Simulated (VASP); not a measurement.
Set up this calculation in VASP 6.6.1, as the native input.

* Task: single point
* Functional: r2SCAN
* Potentials or basis: VASP PAW PBE potentials, release 64 (Ca_sv, O_h)
* Cutoff: 910 eV
* k mesh: 8 × 8 × 8
* Occupations: gaussian, width 0.01 eV
* Spin: no spin polarisation
* Dipole correction: no
* Further INCAR settings: ALGO = Normal; EDIFF = 1e-06; NBANDS = 15

Crystal: CaO.

```
Ca O
1.0
     2.41176    2.41176    0.00000
    -2.41176    2.41176    0.00000
     0.00000    2.41176    2.41176
Ca O
1 1
Direct
  0.00000 0.00000 0.00000
  0.50000 0.50000 0.00000
```

The input as run:

POSCAR

```
CaO
1.0
    2.4117632683      2.4117632683      0.0000000000
   -2.4117632683      2.4117632683      0.0000000000
    0.0000000000      2.4117632683      2.4117632683
Ca O
1 1
Direct
    0.0000000000      0.0000000000      0.0000000000
    0.5000000000      0.5000000000      0.0000000000
```

INCAR.step1

```
SYSTEM = CaO
PREC = Accurate
ENCUT = 910
ISMEAR = 0
SIGMA = 0.01
LREAL = .False.
LASPH = .True.
NELM = 120
NBANDS = 15
GGA = PE
ALGO = Normal
EDIFF = 1E-5
LWAVE = .True.
LCHARG = .False.
GGA_COMPAT = .False.
```

INCAR.step2

```
SYSTEM = CaO
PREC = Accurate
ENCUT = 910
EDIFF = 1E-6
ISMEAR = 0
SIGMA = 0.01
LREAL = .False.
LASPH = .True.
NELM = 120
ALGO = Normal
ISIF = 2
LWAVE = .False.
LCHARG = .True.
METAGGA = R2SCAN
LMIXTAU = .True.
LELF = .True.
LVHAR = .True.
NBANDS = 15
ISTART = 1
GGA_COMPAT = .False.
```

KPOINTS

```
Automatic mesh
0
Gamma
  8 8 8
  0 0 0
```

Potentials or basis: VASP PAW PBE potentials, release 64 (Ca_sv, O_h).

Run with:

```console
$ cat potpaw_PBE.64/Ca_sv/POTCAR potpaw_PBE.64/O_h/POTCAR > POTCAR
$ cp INCAR.step1 INCAR
$ mpirun -np 1 vasp_std > vasp.out
$ cp INCAR.step2 INCAR
$ mpirun -np 1 vasp_std > vasp.out
```

It gave:

The pressure is -1.2 GPa and the band gap on the k mesh is 4.20 eV (least direct gap 4.57 eV).

Caveat: the PAW data sets were made with another functional, which shifts forces and pressure a little.

Wall time 96 s on 1 thread of Intel(R) Xeon(R) Platinum 8259CL CPU @ 2.50GHz (Skylake/Cascade Lake), on a shared host, peak memory 0.23 GiB.
